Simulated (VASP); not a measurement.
Write the native input for VASP 6.6.1 that does the following.

```
Task                   : single point
Functional             : PBE
Dispersion             : D3(BJ)
Potentials or basis    : VASP PAW PBE potentials, release 64 (Si, Ge_d)
Cutoff                 : 520 eV
k mesh                 : 2 × 2 × 2
Occupations            : fermi-dirac, width 0.02 eV
Spin                   : no spin polarisation
Dipole correction      : no
Further INCAR settings : LREAL = Auto; ALGO = Normal; EDIFF = 1e-07; NBANDS = 53
```

The structure of Si16Ge (a cell with a defect) lies in POSCAR:

```
Si16Ge
1.0
    0.0000000000      5.4300000000      5.4300000000
    5.4300000000      0.0000000000      5.4300000000
    5.4300000000      5.4300000000      0.0000000000
Si Ge
16 1
Direct
    0.0122511067      0.0120953088     -0.0344089830
    0.1275959909      0.1274327045      0.1067150827
   -0.0238630810     -0.0240523288      0.4755948312
    0.1026375919      0.1024639230      0.6021540611
    0.0182767733      0.4977136716     -0.0025976681
    0.1594671625      0.6130140042      0.1127214592
    0.0122345071      0.4659083546      0.5117994591
    0.1275914590      0.6070634945      0.6271101480
    0.4978823997      0.0180947331     -0.0025952768
    0.6131678800      0.1593025898      0.1127302169
    0.4660867313      0.0120660885      0.5117864867
    0.6072505808      0.1274179958      0.6270999897
    0.5228790325      0.5227187565      0.0223913049
    0.6494289409      0.6492444465      0.1488837566
    0.4979017205      0.4977353053      0.5177385590
    0.6131928133      0.6130476430      0.6589665411
    0.8127124906      0.8125321091      0.3121885316
```

One way to write it, as run:

INCAR

```
SYSTEM = Si16Ge
ALGO = Normal
EDIFF = 1E-7
ENCUT = 520
GGA = PE
ISIF = 2
ISMEAR = -1
IVDW = 12
LASPH = .TRUE.
LCHARG = .FALSE.
LREAL = Auto
LWAVE = .FALSE.
NBANDS = 53
NELM = 80
PREC = Accurate
SIGMA = 0.02
```

KPOINTS

```
k-points
0
G
  2 2 2
  0 0 0
```

Potentials or basis: VASP PAW PBE potentials, release 64 (Si, Ge_d).

Launch:

```sh
$ cat potpaw_PBE.64/Si/POTCAR potpaw_PBE.64/Ge_d/POTCAR > POTCAR
$ mpirun -np 1 vasp_std > vasp.out
```

It gave:

The pressure is 2.6 GPa, the largest force is 0.013 eV/Å and the band gap on the k mesh is 0.15 eV. The dispersion energy per atom is -0.333 eV.

Caveat: the k points lie up to 0.50 Å⁻¹ apart.

Run time: 5 min on 1 thread of Intel(R) Xeon(R) Platinum 8259CL CPU @ 2.50GHz (Skylake/Cascade Lake), on a shared host, peak memory 0.49 GiB.
